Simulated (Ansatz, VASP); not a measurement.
One calculation of ZnS, two programs

INCAR

```
PREC = Accurate
ENCUT = 520
EDIFF = 1E-7
ISMEAR = 0
SIGMA = 0.05
LREAL = False
LASPH = True
NELM = 80
ALGO = Normal
ISIF = 2
LWAVE = False
LCHARG = False
LDIPOL = True
IDIPOL = 3
DIPOL = 0.5 0.5 0.500
GGA = PS
NBANDS = 46
```

Contents of KPOINTS:

```
regular mesh
0
Gamma
  9 9 1
```

POSCAR

```
ZnS
1.0
    3.7876303073      0.0000000000      0.0000000000
   -1.8938151536      3.2801840662      0.0000000000
    0.0000000000      0.0000000000     32.0509083860
S Zn
4 4
Direct
    0.0000000000      0.0000000000      0.3432040012
    0.3333333333      0.6666666667      0.4396938466
    0.6666666667      0.3333333333      0.5361836920
    0.0000000000      0.0000000000      0.6326735375
    0.3333333333      0.6666666667      0.3673264625
    0.6666666667      0.3333333333      0.4638163080
    0.0000000000      0.0000000000      0.5603061534
    0.3333333333      0.6666666667      0.6567959988
```

Input for Ansatz:

```yaml
crystal:
  lattice:
    - [3.7876303073, 0.0, 0.0]
    - [-1.8938151536, 3.2801840662, 0.0]
    - [0.0, 0.0, 32.050908386]
  atoms:
    - { symbol: S, position: [0.0, 0.0, 0.3432040012] }
    - { symbol: Zn, position: [0.3333333333, 0.6666666667, 0.3673264625] }
    - { symbol: S, position: [0.3333333333, 0.6666666667, 0.4396938466] }
    - { symbol: Zn, position: [0.6666666667, 0.3333333333, 0.463816308] }
    - { symbol: S, position: [0.6666666667, 0.3333333333, 0.536183692] }
    - { symbol: Zn, position: [0.0, 0.0, 0.5603061534] }
    - { symbol: S, position: [0.0, 0.0, 0.6326735375] }
    - { symbol: Zn, position: [0.3333333333, 0.6666666667, 0.6567959988] }
basis:
  ecutwfc: 420
kpoints:
  mp_grid: { grid: [9, 9, 1] }
hamiltonian:
  xc: pbesol
scf:
  occupations: { method: gaussian, width: 0.05 }
output:
  forces: true
  stress: true
  eigenvalues: true
  write_density: true
  write_potential: true
  elf: true
  volumetric_format: npy
efield:
  axis: 3
  dipole_correction: true
  ramp_width: 0.04
```

Alike in both runs: task single point; functional PBEsol; k mesh 9 × 9 × 1; occupations gaussian, width 0.05 eV; no spin polarisation.

|  | VASP | Ansatz |
| --- | --- | --- |
| version | VASP 6.6.1 | Ansatz 0.2.0 |
| potentials or method | VASP PAW PBE potentials, release 64 (S, Zn), cutoff 520 eV | scalar-relativistic, plane waves, PAW |
| valence electrons in the cell | 72 | 72 |

Ansatz gave:

```
gap on the k mesh at the Fermi level (eV) : none
rms of the force components (eV/Å)        : 0.374
```

What did VASP give for the same quantities?

gap on the k mesh at the Fermi level (eV): none; rms of the force components (eV/Å): 0.375.

VASP's potentials were made for PBE, not for PBEsol. A gap of «none» marks a metal or a gap that the smearing closes. Ansatz's warnings: xc potential rough in thin density.
